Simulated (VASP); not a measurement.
Write the native input for VASP 6.6.1 that does the following.

- Task: relaxation of cell and atoms
- Functional: LDA
- Potentials or basis: VASP PAW LDA potentials, release 64 (Ca_sv, Mg)
- Cutoff: 600 eV
- k mesh: 9 × 9 × 9
- Occupations: gaussian, width 0.02 eV
- Spin: no spin polarisation
- Dipole correction: no
- Further INCAR settings: ALGO = Normal; EDIFF = 1e-06; IBRION = 2; EDIFFG = -0.02; NSW = 60; ISIF = 3

The structure of CaMg3 lies in POSCAR:

```
CaMg3
1.0
    4.7539470000      0.0000000000      0.0000000000
    0.0000000000      4.7539470000      0.0000000000
    0.0000000000      0.0000000000      4.7539470000
Ca Mg
1 3
Direct
    0.0000000000      0.0000000000      0.0000000000
    0.5000000000      0.5000000000      0.0000000000
    0.5000000000      0.0000000000      0.5000000000
    0.0000000000      0.5000000000      0.5000000000
```

One way to write it, as run:

INCAR

```
SYSTEM = CaMg3
PREC     = Accurate       ! precision mode
ENCUT    = 600            ! plane-wave cutoff, eV
EDIFF    = 1E-6           ! SCF threshold, eV
ISMEAR   = 0              ! smearing method
SIGMA    = 0.02           ! smearing width, eV
LREAL    = .FALSE.        ! projectors in reciprocal space
LASPH    = .TRUE.         ! aspherical terms in the spheres
NELM     = 80             ! most SCF steps
ALGO     = Normal         ! electronic algorithm
ISIF     = 3              ! what is computed and relaxed
LWAVE    = .FALSE.        ! write WAVECAR
LCHARG   = .FALSE.        ! write CHGCAR
IBRION   = 2              ! ionic algorithm
NSW      = 60             ! ionic steps
EDIFFG   = -0.02          ! ionic threshold
```

KPOINTS

```
regular mesh
0
G
  9 9 9
  0 0 0
```

Potentials or basis: VASP PAW LDA potentials, release 64 (Ca_sv, Mg).

Run with:

```console
$ cat potpaw_LDA.64/Ca_sv/POTCAR potpaw_LDA.64/Mg/POTCAR > POTCAR
$ mpirun -np 1 vasp_std > vasp.out
```

It gave:

```
Relaxed volume                         : 25.15 Å³/atom
Relaxed cell                           : a = 4.651 Å, b = 4.651 Å, c = 4.651 Å, α = 90.00°, β = 90.00°, γ = 90.00°
Space group after relaxing (to 0.05 Å) : Pm-3m (No. 221)
Energy gained by relaxing              : 11.2 meV/atom
Ionic steps                            : 3
Pressure after relaxing                : 0.0 GPa
Band gap on the k mesh                 : zero (band 8 reaches 2.98 eV, above the bottom of band 9 at 1.78 eV)
```

Run time: 71 s on 1 thread of AMD EPYC 7R13 Processor (Zen 3), on a shared host, peak memory 0.22 GiB.
